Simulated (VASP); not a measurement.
Here is a VASP 6.6.1 calculation.

The input INCAR:

```
SYSTEM = BN
PREC = Accurate
ENCUT = 520
EDIFF = 1E-6
ISMEAR = -1
SIGMA = 0.05
LREAL = .FALSE.
LASPH = .TRUE.
NELM = 60
ALGO = Normal
ISIF = 2
LWAVE = .FALSE.
LCHARG = .FALSE.
NBANDS = 11
```

KPOINTS

```
Automatic mesh
0
G
  12 12 12
  0 0 0
```

POSCAR

```
BN
1.0
    1.2255815191      0.7075898200      3.3040796871
   -1.2255815191      0.7075898200      3.3040796871
    0.0000000000     -1.4151796399      3.3040796871
N B
1 1
Direct
    0.6672382000      0.6672382000      0.6672382000
    0.0003288000      0.0003288000      0.0003288000
```

Potentials or basis: VASP PAW LDA potentials, release 64 (N, B).

Run with:

```bash
$ cat potpaw_LDA.64/N/POTCAR potpaw_LDA.64/B/POTCAR > POTCAR
$ mpirun -np 1 vasp_std > vasp.out
```

Question: Predict the band gap on the k mesh.

Answer: 4.16 eV, indirect (least direct gap 4.70 eV).

Question: What does it give for the pressure?

Answer: 12.4 GPa.

Forces on the atoms (eV/Å):
```
N    0.000  0.000  0.003
B    0.000  0.000 -0.003
```

A k mesh can miss the band edges.
